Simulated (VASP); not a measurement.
# C (Fd-3m) in VASP: notebook, part 2 of 2

VASP 6.6.1. Earlier steps stand in the parts before.

## Step 5: Single point, PBEsol

This run uses another cell than the first one, of 5.59 Å³/atom, 0.985 times its volume.

INCAR reads:

```
ALGO = Normal
EDIFF = 1E-7
ENCUT = 520
GGA = PS
ISIF = 2
ISMEAR = -1
LASPH = True
LCHARG = False
LREAL = False
LWAVE = False
NBANDS = 11
NELM = 80
PREC = Accurate
SIGMA = 0.05
```

KPOINTS reads:

```
k-points
0
Gamma
  13 13 13
```

POSCAR reads:

```
C
1.0
    0.0000000000      1.7742973728      1.7742973728
    1.7742973728      0.0000000000      1.7742973728
    1.7742973728      1.7742973728      0.0000000000
C
2
Direct
    0.7500000000      0.7500000000      0.7500000000
    0.5000000000      0.5000000000      0.5000000000
```

Potentials or basis: VASP PAW PBE potentials, release 64 (C).

Launch:

```sh
> cat potpaw_PBE.64/C/POTCAR > POTCAR
> mpirun -np 1 vasp_std > vasp.out
```

OUTCAR:

```text
EDIFF = 1E-7
   ENCUT = 520
   GGA = PS
   ISIF = 2
   ISMEAR = -1
   LASPH = True
   LREAL = False
   NELM = 80
   PREC = Accurate

 ion  position               nearest neighbor table
   1  0.750  0.750  0.750-   2 1.54   2 1.54   2 1.54   2 1.54
   2  0.500  0.500  0.500-   1 1.54   1 1.54   1 1.54   1 1.54

  LATTYP: Found a face centered cubic cell.
 ALAT       =     3.5485947456

  Lattice vectors:

 A1 = (   0.0000000000,   1.7742973728,   1.7742973728)
 A2 = (   1.7742973728,   0.0000000000,   1.7742973728)
 A3 = (   1.7742973728,   1.7742973728,   0.0000000000)

Analysis of symmetry for initial positions (statically):
=====================================================================
 Subroutine PRICEL returns:
 Original cell was already a primitive cell.

 Routine SETGRP: Setting up the symmetry group for a
 face centered cubic supercell.

 Subroutine GETGRP returns: Found 48 space group operations
 (whereof 24 operations were pure point group operations)
 out of a pool of 48 trial point group operations.

The static configuration has the point symmetry T_d .
 The point group associated with its full space group is O_h .

Analysis of symmetry for dynamics (positions and initial velocities):
=====================================================================
 Subroutine PRICEL returns:
 Original cell was already a primitive cell.

 Routine SETGRP: Setting up the symmetry group for a
 face centered cubic supercell.

 Subroutine GETGRP returns: Found 48 space group operations
 (whereof 24 operations were pure point group operations)
 out of a pool of 48 trial point group operations.

The dynamic configuration has the point symmetry T_d .
 The point group associated with its full space group is O_h .

 Subroutine INISYM returns: Found 48 space group operations
 (whereof 24 operations are pure point group operations),
 and found     1 'primitive' translations

----------------------------------------------------------------------------------------

                                     Primitive cell

  volume of cell :      11.1714

  direct lattice vectors                    reciprocal lattice vectors
     0.000000000  1.774297373  1.774297373    -0.281801691  0.281801691  0.281801691
     1.774297373  0.000000000  1.774297373     0.281801691 -0.281801691  0.281801691
     1.774297373  1.774297373  0.000000000     0.281801691  0.281801691 -0.281801691

  length of vectors
     2.509235408  2.509235408  2.509235408     0.488094846  0.488094846  0.488094846

  position of ions in fractional coordinates (direct lattice)
     0.750000000  0.750000000  0.750000000
     0.500000000  0.500000000  0.500000000

  ion indices of the primitive-cell ions
   primitive index   ion index
                 1           1
                 2           2

----------------------------------------------------------------------------------------

 KPOINTS: k-points

Automatic generation of k-mesh.
 Grid dimensions read from file:
 generate k-points for:   13   13   13

 Generating k-lattice:

  Cartesian coordinates                     Fractional coordinates (reciprocal lattice)
    -0.021677053  0.021677053  0.021677053     0.076923077  0.000000000  0.000000000
     0.021677053 -0.021677053  0.021677053     0.000000000  0.076923077  0.000000000
     0.021677053  0.021677053 -0.021677053     0.000000000  0.000000000  0.076923077

  Length of vectors
     0.037545757  0.037545757  0.037545757

  Shift w.r.t. Gamma in fractional coordinates (k-lattice)
     0.000000000  0.000000000  0.000000000

 Subroutine IBZKPT returns following result:
 ===========================================

 Found     84 irreducible k-points:

 Following reciprocal coordinates:
            Coordinates               Weight
  0.000000  0.000000  0.000000      1.000000
  0.076923  0.000000  0.000000      8.000000
  0.153846  0.000000  0.000000      8.000000
  0.230769  0.000000  0.000000      8.000000
  0.307692  0.000000  0.000000      8.000000
  0.384615  0.000000  0.000000      8.000000
[... 16 lines left out ...]
  0.384615  0.153846  0.000000     24.000000
  0.461538  0.153846  0.000000     24.000000
 [... further k-points ...]
   k-points           NKPTS =     84   k-points in BZ     NKDIM =     84   number of bands    NBANDS=     11
   number of dos      NEDOS =    301   number of ions     NIONS =      2
   total plane-waves  NPLWV =   8000
   dimension x,y,z NGX =    20 NGY =   20 NGZ =   20
   dimension x,y,z NGXF=    40 NGYF=   40 NGZF=   40
   ions per type =               2
   NGX,Y,Z   is equivalent  to a cutoff of  13.25, 13.25, 13.25 a.u.
   NGXF,Y,Z  is equivalent  to a cutoff of  26.50, 26.50, 26.50 a.u.
 SYSTEM =  unknown system
   PREC   = accura    normal or accurate (medium, high low for compatibility)
   ISTART =      0    job   : 0-new  1-cont  2-samecut
   ICHARG =      2    charge: 1-file 2-atom 10-const
   ISPIN  =      1    spin polarized calculation?
   LNONCOLLINEAR =      F non collinear calculations
   LSORBIT =      F    spin-orbit coupling
   LASPH  =      T    aspherical Exc in radial PAW
   ENCUT  =  520.0 eV  38.22 Ry    6.18 a.u.   4.67  4.67  4.67*2*pi/ulx,y,z
   NELM   =     80;   NELMIN=  2; NELMDL= -5     # of ELM steps
   EDIFF  = 0.1E-06   stopping-criterion for ELM
   LREAL  =      F    real-space projection
   EDIFFG = 0.1E-05   stopping-criterion for IOM
   NSW    =      0    number of steps for IOM
   IBRION =     -1    ionic relax: 0-MD 1-quasi-New 2-CG
   NFREE  =      0    steps in history (QN), initial steepest desc. (CG)
   ISIF   =      2    stress and relaxation
   ISYM   =      2    0-nonsym 1-usesym 2-fastsym
   POTIM  = 0.5000    time-step for ionic-motion
   TEBEG  =    0.0;   TEEND  =   0.0 temperature during run
   PSTRESS=    0.0 pullay stress
   NELECT =       8.0000    total number of electrons
   NUPDOWN=      -1.0000    fix difference up-down
   EMIN   =  10.00;   EMAX   =-10.00  energy-range for DOS
   EFERMI =   0.00;   METHOD = LEGACY
   ISMEAR =    -1;   SIGMA  =   0.05  broadening in eV -4-tet -1-fermi 0-gaus
   EFERMI_NEDOS =   21; number of points for ismear=-14 and -15
   IALGO  =     38    algorithm
   IMIX   =      4    mixing-type and parameters
     AMIX     =   0.40;   BMIX     =  1.00
     AMIX_MAG =   1.60;   BMIX_MAG =  1.00
  volume/ion in A,a.u.               =       5.59        37.69
  Fermi-wavevector in a.u.,A,eV,Ry     =   1.464654  2.767795 29.187378  2.145212
  Thomas-Fermi vector in A             =   2.580604
   LORBIT       =      0    0 simple, 1 ext, 2 COOP (PROOUT), +10 PAW based schemes
   GGA     = PS    functional components
   LHFCALC =     F    Hartree Fock is set to
   AEXX    =    0.0000 exact exchange contribution
   IVDW    =     0    specifies the selected vdW correction
   LEPSILON=     F    determine dielectric tensor
   LRPA    =     F    only Hartree local field effects (RPA)
 non-spin polarized calculation
  energy-cutoff  :      520.00
  volume of cell :       11.17
 maximum number of plane-waves:       310
   NGX =  9   NGY =  9   NGZ =  9

 number of electron       7.9999999 magnetization

 Free energy of the ion-electron system (eV)
  ---------------------------------------------------
  ext. energy  EPLUGINS =         0.00000000
  ---------------------------------------------------
  free energy    TOTEN  =       -19.24901414 eV

  energy without entropy =      -19.24901414  energy(sigma->0) =      -19.24901414

 E-fermi :  10.8100     XC(G=0): -13.5086

 val. band max:        9.9320128712   @ k =   0.0000   0.0000   0.0000
 cond. band min:      13.9775822767   @ k =   0.3846   0.3846   0.0000
 fundamental gap:      4.0455694055
 Fermi energy:        10.8100324418

 k-point     1 :       0.0000    0.0000    0.0000
  band No.  band energies     occupation
      1     -11.7968      2.00000
      2       9.9320      2.00000
      3       9.9320      2.00000
      4       9.9320      2.00000
      5      15.5132      0.00000
      6      15.5132      0.00000
      7      15.5132      0.00000
      8      23.6510      0.00000
      9      29.0876      0.00000
     10      36.5696      0.00000
     11      36.5696      0.00000
[... 309 lines left out ...]
 k-point    24 :       0.4615    0.1538    0.0000
  band No.  band energies     occupation
      1      -6.6985      2.00000
      2      -1.4831      2.00000
      3       5.4340      2.00000
      4       5.9476      2.00000
      5      16.9666      0.00000
      6      20.5653      0.00000
      7      20.9974      0.00000
      8      23.8642      0.00000
      9      30.4974      0.00000
     10      33.3732      0.00000
     11      37.0594      0.00000

 [... further k-points ...]
[... 5 lines left out ...]
  --------------------------------------------------------------------------------------
  -------------------------------------------------------------------------------------
  Total        0.2176990      0.2176990      0.2176990     -0.0000000      0.0000000      0.0000000
  in kB       31.2217959     31.2217959     31.2217959     -0.0000000      0.0000000      0.0000000
  external PRESSURE =      31.2217959 kB  Pullay stress =       0.0000000 kB

 VOLUME and BASIS-vectors are now :
 -----------------------------------------------------------------------------
  energy-cutoff  :      520.00
  volume of cell :       11.17
      direct lattice vectors                 reciprocal lattice vectors
     0.000000000  1.774297373  1.774297373    -0.281801691  0.281801691  0.281801691
     1.774297373  0.000000000  1.774297373     0.281801691 -0.281801691  0.281801691
     1.774297373  1.774297373  0.000000000     0.281801691  0.281801691 -0.281801691

 POSITION                                       TOTAL-FORCE (eV/Angst)
 -----------------------------------------------------------------------------------
      2.66145      2.66145      2.66145        -0.000000     -0.000000     -0.000000
      1.77430      1.77430      1.77430         0.000000      0.000000      0.000000
 -----------------------------------------------------------------------------------
    total drift:                                0.000000     -0.000000      0.000000

  FREE ENERGIE OF THE ION-ELECTRON SYSTEM (eV)
  ---------------------------------------------------
  free  energy   TOTEN  =       -19.2490141408 eV

  energy  without entropy=      -19.2490141407  energy(sigma->0) =      -19.24901414
```

stdout:

```text
POSCAR found type information on POSCAR C
 POSCAR found :  1 types and       2 ions
 scaLAPACK will be used
 -----------------------------------------------------------------------------
|                                                                             |
|                                                                             |
|     You enforced a specific xc type in the INCAR file but a different       |
|     I HOPE YOU KNOW WHAT YOU ARE DOING!                                     |
|                                                                             |
 -----------------------------------------------------------------------------

 LDA part: xc-table for (Slater+PW92), standard interpolation
 POSCAR, INCAR and KPOINTS ok, starting setup
 FFT: planning ... GRIDC
 FFT: planning ... GRID_SOFT
 FFT: planning ... GRID
 WAVECAR not read
 entering main loop
```

Run time: 10 s. Hardware: 1 thread of AMD EPYC 7R43 (Zen 3), shared host; peak memory 0.08 GiB.

What came out:

| Item | Value |
| --- | --- |
| Free energy | -19.2490 eV |
| Pressure | 3.1 GPa |
| Band gap on the k mesh | 4.05 eV, indirect (least direct gap 5.58 eV) |

Levels at points of the mesh, in eV from the valence-band top:
```tsv
k point	band 2	band 3	band 4	band 5	band 6	band 7
(0.00, 0.00, 0.00)	0.00	0.00	0.00	5.58	5.58	5.58
```

Caveat: the PAW data sets were made with another functional, which shifts forces and pressure a little.

## Step 6: Single point, PBEsol

This run uses another cell than the first one, of 5.55 Å³/atom, 0.978 times its volume.

INCAR reads:

```
SYSTEM = C
ALGO = Normal
EDIFF = 1E-7
ENCUT = 520
GGA = PS
ISIF = 2
ISMEAR = -1
LASPH = .TRUE.
LCHARG = .FALSE.
LREAL = .FALSE.
LWAVE = .FALSE.
NBANDS = 11
NELM = 100
PREC = Accurate
SIGMA = 0.05
```

KPOINTS reads:

```
k-points
0
G
  13 13 13
  0 0 0
```

POSCAR reads:

```
C
1.0
    0.0000000000      1.7704611759      1.7704611759
    1.7704611759      0.0000000000      1.7704611759
    1.7704611759      1.7704611759      0.0000000000
C
2
Direct
    0.7500000000      0.7500000000      0.7500000000
    0.5000000000      0.5000000000      0.5000000000
```

Potentials or basis: VASP PAW PBE potentials, release 64 (C).

Launch:

```sh
> cat potpaw_PBE.64/C/POTCAR > POTCAR
> mpirun -np 1 vasp_std > vasp.out
```

Wall time 11 s (1 thread of AMD EPYC 7R43 (Zen 3), shared host); peak memory 0.08 GiB.

It converged, with:

* Free energy: -19.2468 eV
* Pressure: 6.2 GPa
* Band gap on the k mesh: 4.06 eV, indirect (least direct gap 5.60 eV)

Levels at points of the mesh, in eV from the valence-band top:
| k point | band 2 | band 3 | band 4 | band 5 | band 6 | band 7 |
| --- | --- | --- | --- | --- | --- | --- |
| (0.00, 0.00, 0.00) | 0.00 | 0.00 | 0.00 | 5.60 | 5.60 | 5.60 |

Caveat: the PAW data sets were made with another functional, which shifts forces and pressure a little.

## Step 7: Overview

| level | cell | k mesh | gap on the mesh (eV) | pressure (GPa) |
| --- | --- | --- | --- | --- |
| r2SCAN | a = 2.522 Å, angles 60.0°, 2 atoms | 7 × 7 × 7 | 4.47 | -1.3 |
| PBEsol | a = 2.479 Å, angles 60.0°, 2 atoms | 13 × 13 × 13 | 4.13 | 21.3 |
| PBEsol | a = 2.463 Å, angles 60.0°, 2 atoms | 13 × 13 × 13 | 4.17 | 31.4 |
| PBEsol | a = 2.509 Å, angles 60.0°, 2 atoms | 13 × 13 × 13 | 4.05 | 3.1 |
| PBEsol | a = 2.504 Å, angles 60.0°, 2 atoms | 13 × 13 × 13 | 4.06 | 6.2 |

Alike in all rows: task single point; potentials or basis VASP PAW PBE potentials, release 64 (C); no spin polarisation; cutoff (eV) 520; smearing fermi-dirac 0.05 eV.

Caveats: some runs use coarse meshes; the PAW data sets were made with another functional, which shifts forces and pressure a little.

Total energies depend on the potentials used, so only differences within one code and one set of settings carry meaning.
